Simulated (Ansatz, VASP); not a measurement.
**One calculation of Pb, two programs**

```
Pb
1.0
    -1.94254    1.94254    1.97966
     1.94254   -1.94254    1.97966
     2.01678    2.01678   -1.97966
Pb
1
Direct
  0.00000 0.00000 0.00000
```

Change from the starting cell: strain +0.0375 x Voigt [0, 0, 0, 0, 0, 1], atoms carried along.

Alike in both runs: task single point; functional LDA; k mesh 18 × 18 × 18; occupations gaussian, width 0.15 eV; no spin polarisation.

|  | VASP | Ansatz |
| --- | --- | --- |
| version | VASP 6.6.1 | Ansatz 0.2.0 |
| potentials or method | VASP PAW LDA potentials, release 64 (Pb_d), cutoff 520 eV | scalar-relativistic, plane waves, PAW |
| valence electrons in the cell | 14 | 14 |

```csv
,VASP,Ansatz,Ansatz less VASP
gap on the k mesh at the Fermi level (eV),none,none,-
pressure (GPa),-2.9,-3.0,-0.02
"traceless stress, the component that is largest in VASP (GPa)",-0.68,-0.66,+0.017
```

LDA's correlation is that of Perdew and Zunger in VASP and of Perdew and Wang (1992) in Ansatz. A gap of «none» marks a metal or a gap that the smearing closes.

Spin-orbit coupling is off throughout.
